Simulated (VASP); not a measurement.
# Ge (I4_1/amd) in VASP: further runs

Ge is run at these levels: PBEsol; tasks: single point.

Program: VASP 6.6.1. These are calculated values, not measurements. Logs are shortened: lines on timing, memory, paths and dates and some standing lists are left out, and cuts for length are marked.

### 1 The cell of the first run

It takes space group I4_1/amd (No. 141, tetragonal). The conventional cell has a = 5.149 Å, b = 5.149 Å, c = 2.683 Å, α = 90.00°, β = 90.00°, γ = 90.00°. Within 3.5 Å of Ge (site symmetry -4m2) lie 10 Ge at 2.66 to 3.27 Å.

### 2 Single point, PBEsol

File INCAR:

```
PREC     = Accurate       # precision mode
ENCUT    = 520            # plane-wave cutoff, eV
EDIFF    = 1E-6           # SCF threshold, eV
ISMEAR   = -1             # smearing method
SIGMA    = 0.05           # smearing width, eV
LREAL    = False          # projectors in reciprocal space
LASPH    = True           # aspherical terms in the spheres
NELM     = 60             # most SCF steps
ALGO     = Normal         # electronic algorithm
ISIF     = 2              # what is computed and relaxed
LWAVE    = False          # write WAVECAR
LCHARG   = False          # write CHGCAR
GGA      = PS             # functional
NBANDS   = 21             # bands
```

File KPOINTS:

```
regular mesh
0
Gamma
  9 9 9
```

File POSCAR:

```
Ge
1.0
   -2.5744897190      2.5744897190      1.3415161375
    2.5744897190     -2.5744897190      1.3415161375
    2.5744897190      2.5744897190     -1.3415161375
Ge
2
Direct
    0.5000000000      0.5000000000      0.0000000000
    0.2500000000      0.7500000000      0.5000000000
```

Potentials or basis: VASP PAW PBE potentials, release 64 (Ge_d).

Started as:

```console
> cat potpaw_PBE.64/Ge_d/POTCAR > POTCAR
> mpirun -np 1 vasp_std > vasp.out
```

OUTCAR:

```text
PREC = Accurate
   ENCUT = 520
   EDIFF = 1E-6
   ISMEAR = -1
   LREAL = False
   LASPH = True
   NELM = 60
   ISIF = 2
   GGA = PS

 ion  position               nearest neighbor table
   1  0.500  0.500  0.000-   2 2.66   2 2.66   2 2.66   2 2.66
   2  0.250  0.750  0.500-   1 2.66   1 2.66   1 2.66   1 2.66

  LATTYP: Found a body centered tetragonal cell.
 ALAT       =     5.1489794380
 C/A-ratio  =     0.5210804019

  Lattice vectors:

 A1 = (  -2.5744897190,   2.5744897190,   1.3415161375)
 A2 = (   2.5744897190,  -2.5744897190,   1.3415161375)
 A3 = (   2.5744897190,   2.5744897190,  -1.3415161375)

Analysis of symmetry for initial positions (statically):
=====================================================================
 Subroutine PRICEL returns:
 Original cell was already a primitive cell.

 Routine SETGRP: Setting up the symmetry group for a
 body centered tetragonal supercell.

 Subroutine GETGRP returns: Found 16 space group operations
 (whereof  8 operations were pure point group operations)
 out of a pool of 16 trial point group operations.

The static configuration has the point symmetry D_2d.
 The point group associated with its full space group is D_4h.

Analysis of symmetry for dynamics (positions and initial velocities):
=====================================================================
 Subroutine PRICEL returns:
 Original cell was already a primitive cell.

 Routine SETGRP: Setting up the symmetry group for a
 body centered tetragonal supercell.

 Subroutine GETGRP returns: Found 16 space group operations
 (whereof  8 operations were pure point group operations)
 out of a pool of 16 trial point group operations.

The dynamic configuration has the point symmetry D_2d.
 The point group associated with its full space group is D_4h.

 Subroutine INISYM returns: Found 16 space group operations
 (whereof  8 operations are pure point group operations),
 and found     1 'primitive' translations

----------------------------------------------------------------------------------------

                                     Primitive cell

  volume of cell :      35.5663

  direct lattice vectors                    reciprocal lattice vectors
    -2.574489719  2.574489719  1.341516137     0.000000000  0.194213244  0.372712624
     2.574489719 -2.574489719  1.341516137     0.194213244  0.000000000  0.372712624
     2.574489719  2.574489719 -1.341516137     0.194213244  0.194213244  0.000000000

  length of vectors
     3.880162390  3.880162390  3.880162390     0.420277866  0.420277866  0.274659004

  position of ions in fractional coordinates (direct lattice)
     0.500000000  0.500000000  0.000000000
     0.250000000  0.750000000  0.500000000

  ion indices of the primitive-cell ions
   primitive index   ion index
                 1           1
                 2           2

----------------------------------------------------------------------------------------

 KPOINTS: regular mesh

Automatic generation of k-mesh.
 Grid dimensions read from file:
 generate k-points for:    9    9    9

 Generating k-lattice:

  Cartesian coordinates                     Fractional coordinates (reciprocal lattice)
     0.000000000  0.021579249  0.041412514     0.111111111 -0.000000000  0.000000000
     0.021579249  0.000000000  0.041412514    -0.000000000  0.111111111  0.000000000
     0.021579249  0.021579249  0.000000000     0.000000000  0.000000000  0.111111111

  Length of vectors
     0.046697541  0.046697541  0.030517667

  Shift w.r.t. Gamma in fractional coordinates (k-lattice)
     0.000000000  0.000000000  0.000000000

 Subroutine IBZKPT returns following result:
 ===========================================

 Found     75 irreducible k-points:

 Following reciprocal coordinates:
            Coordinates               Weight
  0.000000  0.000000  0.000000      1.000000
  0.111111  0.000000 -0.000000      8.000000
  0.222222  0.000000  0.000000      8.000000
  0.333333 -0.000000  0.000000      8.000000
  0.444444  0.000000  0.000000      8.000000
  0.111111  0.111111 -0.000000      8.000000
[... 16 lines left out ...]
 -0.333333  0.333333  0.000000      4.000000
  0.444444  0.444444  0.000000      8.000000
 [... further k-points ...]
   k-points           NKPTS =     75   k-points in BZ     NKDIM =     75   number of bands    NBANDS=     21
   number of dos      NEDOS =    301   number of ions     NIONS =      2
   total plane-waves  NPLWV =  27000
   dimension x,y,z NGX =    30 NGY =   30 NGZ =   30
   dimension x,y,z NGXF=    60 NGYF=   60 NGZF=   60
   ions per type =               2
   NGX,Y,Z   is equivalent  to a cutoff of  12.85, 12.85, 12.85 a.u.
   NGXF,Y,Z  is equivalent  to a cutoff of  25.71, 25.71, 25.71 a.u.
 SYSTEM =  unknown system
   PREC   = accura    normal or accurate (medium, high low for compatibility)
   ISTART =      0    job   : 0-new  1-cont  2-samecut
   ICHARG =      2    charge: 1-file 2-atom 10-const
   ISPIN  =      1    spin polarized calculation?
   LNONCOLLINEAR =      F non collinear calculations
   LSORBIT =      F    spin-orbit coupling
   LASPH  =      T    aspherical Exc in radial PAW
   ENCUT  =  520.0 eV  38.22 Ry    6.18 a.u.   7.21  7.21  7.21*2*pi/ulx,y,z
   NELM   =     60;   NELMIN=  2; NELMDL= -5     # of ELM steps
   EDIFF  = 0.1E-05   stopping-criterion for ELM
   LREAL  =      F    real-space projection
   EDIFFG = 0.1E-04   stopping-criterion for IOM
   NSW    =      0    number of steps for IOM
   IBRION =     -1    ionic relax: 0-MD 1-quasi-New 2-CG
   NFREE  =      0    steps in history (QN), initial steepest desc. (CG)
   ISIF   =      2    stress and relaxation
   ISYM   =      2    0-nonsym 1-usesym 2-fastsym
   POTIM  = 0.5000    time-step for ionic-motion
   TEBEG  =    0.0;   TEEND  =   0.0 temperature during run
   PSTRESS=    0.0 pullay stress
   NELECT =      28.0000    total number of electrons
   NUPDOWN=      -1.0000    fix difference up-down
   EMIN   =  10.00;   EMAX   =-10.00  energy-range for DOS
   EFERMI =   0.00;   METHOD = LEGACY
   ISMEAR =    -1;   SIGMA  =   0.05  broadening in eV -4-tet -1-fermi 0-gaus
   EFERMI_NEDOS =   21; number of points for ismear=-14 and -15
   IALGO  =     38    algorithm
   IMIX   =      4    mixing-type and parameters
     AMIX     =   0.40;   BMIX     =  1.00
     AMIX_MAG =   1.60;   BMIX_MAG =  1.00
  volume/ion in A,a.u.               =      17.78       120.01
  Fermi-wavevector in a.u.,A,eV,Ry     =   1.511639  2.856584 31.090028  2.285053
  Thomas-Fermi vector in A             =   2.621670
   LORBIT       =      0    0 simple, 1 ext, 2 COOP (PROOUT), +10 PAW based schemes
   GGA     = PS    functional components
   LHFCALC =     F    Hartree Fock is set to
   AEXX    =    0.0000 exact exchange contribution
   IVDW    =     0    specifies the selected vdW correction
   LEPSILON=     F    determine dielectric tensor
   LRPA    =     F    only Hartree local field effects (RPA)
 non-spin polarized calculation
  energy-cutoff  :      520.00
  volume of cell :       35.57
 maximum number of plane-waves:       973
 NGX is ok and might be reduce to    30
   NGX = 15   NGY = 15   NGZ = 15

 number of electron      28.0000024 magnetization

 Free energy of the ion-electron system (eV)
  ---------------------------------------------------
  ext. energy  EPLUGINS =         0.00000000
  ---------------------------------------------------
  free energy    TOTEN  =        -9.50821192 eV

  energy without entropy =       -9.50291970  energy(sigma->0) =       -9.50556581

 E-fermi :   7.1433     XC(G=0): -11.6769

 val. band max:        7.1238438596   @ k =   0.1111   0.1111   0.1111
 cond. band min:       7.1767032482   @ k =   0.3333   0.3333   0.0000
 fundamental gap:      0.0528593886
 Fermi energy:         7.1433412189

 k-point     1 :       0.0000    0.0000    0.0000
  band No.  band energies     occupation
      1     -17.5934      2.00000
      2     -17.5802      2.00000
      3     -17.5477      2.00000
      4     -17.5145      2.00000
      5     -17.3873      2.00000
      6     -17.3873      2.00000
[... 13 lines left out ...]
     20      18.4726      0.00000
     21      19.5062      0.00000

 k-point     2 :       0.1111    0.0000   -0.0000
  band No.  band energies     occupation
      1     -17.5884      2.00000
      2     -17.5561      2.00000
      3     -17.5184      2.00000
      4     -17.5072      2.00000
      5     -17.4045      2.00000
      6     -17.4023      2.00000
[... 13 lines left out ...]
     20      18.5932      0.00000
     21      19.2685      0.00000

 k-point     3 :       0.2222    0.0000    0.0000
  band No.  band energies     occupation
      1     -17.5715      2.00000
      2     -17.5015      2.00000
      3     -17.4894      2.00000
      4     -17.4624      2.00000
      5     -17.4368      2.00000
      6     -17.4142      2.00000
[... 13 lines left out ...]
     20      16.6882      0.00000
     21      17.6251      0.00000

 k-point     4 :       0.3333   -0.0000    0.0000
  band No.  band energies     occupation
      1     -17.5547      2.00000
      2     -17.4859      2.00000
      3     -17.4760      2.00000
      4     -17.4671      2.00000
      5     -17.4512      2.00000
      6     -17.4259      2.00000
[... 13 lines left out ...]
     20      15.2934      0.00000
     21      18.5660      0.00000

 k-point     5 :       0.4444    0.0000    0.0000
  band No.  band energies     occupation
      1     -17.5465      2.00000
      2     -17.5041      2.00000
      3     -17.5004      2.00000
      4     -17.4637      2.00000
      5     -17.4414      2.00000
      6     -17.4364      2.00000
[... 13 lines left out ...]
     20      18.2802      0.00000
     21      19.5900      0.00000

 k-point     6 :       0.1111    0.1111   -0.0000
  band No.  band energies     occupation
      1     -17.5769      2.00000
      2     -17.4992      2.00000
      3     -17.4938      2.00000
      4     -17.4549      2.00000
      5     -17.4331      2.00000
      6     -17.4278      2.00000
[... 13 lines left out ...]
     20      16.4522      0.00000
     21      16.9687      0.00000

 k-point     7 :       0.2222    0.1111   -0.0000
  band No.  band energies     occupation
      1     -17.5618      2.00000
      2     -17.4875      2.00000
      3     -17.4769      2.00000
      4     -17.4529      2.00000
      5     -17.4486      2.00000
      6     -17.4314      2.00000
[... 13 lines left out ...]
     20      15.4082      0.00000
     21      17.2043      0.00000
[... 291 lines left out ...]
      1     -17.5343      2.00000
      2     -17.5024      2.00000
      3     -17.4788      2.00000
      4     -17.4632      2.00000
      5     -17.4274      2.00000
      6     -17.3929      2.00000
[... 13 lines left out ...]
     20      17.5100      0.00000
     21      20.0851      0.00000

 k-point    21 :       0.4444    0.3333    0.0000
  band No.  band energies     occupation
      1     -17.5200      2.00000
      2     -17.5071      2.00000
      3     -17.4933      2.00000
      4     -17.4670      2.00000
      5     -17.4279      2.00000
      6     -17.3994      2.00000
[... 13 lines left out ...]
     20      20.1928      0.00000
     21      21.0984      0.00000

 k-point    22 :      -0.4444    0.3333    0.0000
  band No.  band energies     occupation
      1     -17.5585      2.00000
      2     -17.5468      2.00000
      3     -17.5136      2.00000
      4     -17.4456      2.00000
      5     -17.4416      2.00000
      6     -17.3923      2.00000
[... 13 lines left out ...]
     20      21.6494      0.00000
     21      22.7422      0.00000

 k-point    23 :      -0.3333    0.3333    0.0000
  band No.  band energies     occupation
      1     -17.5817      2.00000
      2     -17.5665      2.00000
      3     -17.5315      2.00000
      4     -17.4634      2.00000
      5     -17.4197      2.00000
      6     -17.3824      2.00000
[... 13 lines left out ...]
     20      19.9150      0.00000
     21      20.2173      0.00000

 k-point    24 :       0.4444    0.4444    0.0000
  band No.  band energies     occupation
      1     -17.5554      2.00000
      2     -17.5530      2.00000
      3     -17.4774      2.00000
      4     -17.4751      2.00000
      5     -17.4175      2.00000
      6     -17.4129      2.00000
[... 13 lines left out ...]
     20      20.3800      0.00000
     21      22.0904      0.00000

 [... further k-points ...]

------------------------ aborting loop because EDIFF is reached ----------------------------------------

  FORCE on cell =-STRESS in cart. coord.  units (eV):
  Direction    XX          YY          ZZ          XY          YZ          ZX
  --------------------------------------------------------------------------------------
  -------------------------------------------------------------------------------------
  Total        0.3100933      0.3100933      1.0745782      0.0000000      0.0000000      0.0000000
  in kB       13.9689806     13.9689806     48.4072472      0.0000000      0.0000000      0.0000000
  external PRESSURE =      25.4484028 kB  Pullay stress =       0.0000000 kB

 VOLUME and BASIS-vectors are now :
 -----------------------------------------------------------------------------
  energy-cutoff  :      520.00
  volume of cell :       35.57
      direct lattice vectors                 reciprocal lattice vectors
    -2.574489719  2.574489719  1.341516137     0.000000000  0.194213244  0.372712624
     2.574489719 -2.574489719  1.341516137     0.194213244  0.000000000  0.372712624
     2.574489719  2.574489719 -1.341516137     0.194213244  0.194213244  0.000000000

 POSITION                                       TOTAL-FORCE (eV/Angst)
 -----------------------------------------------------------------------------------
      0.00000      0.00000      1.34152        -0.000000      0.000000     -0.000000
      2.57449      0.00000      0.67076         0.000000     -0.000000      0.000000
 -----------------------------------------------------------------------------------
    total drift:                                0.000000     -0.000000      0.000000

  FREE ENERGIE OF THE ION-ELECTRON SYSTEM (eV)
  ---------------------------------------------------
  free  energy   TOTEN  =        -9.5082119242 eV

  energy  without entropy=       -9.5029197025  energy(sigma->0) =       -9.50556581
```

Run time: 77 s. Hardware: 1 thread of Intel Xeon 8259CL, shared host; peak memory 0.19 GiB.

Results:

```
Free energy            : -9.5082 eV
Pressure               : 2.5 GPa
Band gap on the k mesh : zero (bands 14 and 15 overlap by 4.74 eV)
```

Caveat: the PAW data sets were made with another functional, which shifts forces and pressure a little.

### 3 Single point, PBEsol

This run uses another cell than the first one, of 18.15 Å³/atom.

File INCAR:

```
SYSTEM = Ge
  PREC = Accurate
  ENCUT = 520
  EDIFF = 1E-6
  ISMEAR = -1
  SIGMA = 0.05
  LREAL = .FALSE.
  LASPH = .TRUE.
  NELM = 60
  ALGO = Normal
  ISIF = 2
  LWAVE = .FALSE.
  LCHARG = .TRUE.
  GGA = PS
  LELF = .TRUE.
  LVHAR = .TRUE.
  NBANDS = 21
```

File KPOINTS:

```
Automatic mesh
0
G
  9 9 9
  0 0 0
```

File POSCAR:

```
Ge
1.0
   -2.5744897190      2.5744897190      1.3694643903
    2.5744897190     -2.5744897190      1.3694643903
    2.5744897190      2.5744897190     -1.3694643903
Ge
2
Direct
    0.5000000000      0.5000000000      0.0000000000
    0.2500000000      0.7500000000      0.5000000000
```

Potentials or basis: VASP PAW PBE potentials, release 64 (Ge_d).

Started as:

```console
> cat potpaw_PBE.64/Ge_d/POTCAR > POTCAR
> mpirun -np 1 vasp_std > vasp.out
```

Run time: 84 s. Hardware: 1 thread of Intel Xeon 8259CL, shared host; peak memory 0.19 GiB.

Results (log left out):

```yaml
Free_energy: -9.5244 eV
Pressure: 0.7 GPa
Band_gap_on_the_k_mesh: zero (bands 14 and 15 overlap by 4.87 eV)
```

Stress tensor (GPa, compression positive):
```
0.02 0.00 0.00
0.00 0.02 0.00
0.00 0.00 2.05
```

Levels at points of the mesh, in eV from the Fermi level:
| k point | band 10 | band 11 | band 12 | band 13 | band 14 | band 15 | band 16 | band 17 | band 18 | band 19 |
| --- | --- | --- | --- | --- | --- | --- | --- | --- | --- | --- |
| (0.00, 0.00, 0.00) | -24.40 | -13.53 | -4.29 | -2.53 | -2.53 | 3.08 | 7.49 | 7.49 | 8.64 | 8.88 |

Caveat: the PAW data sets were made with another functional, which shifts forces and pressure a little.
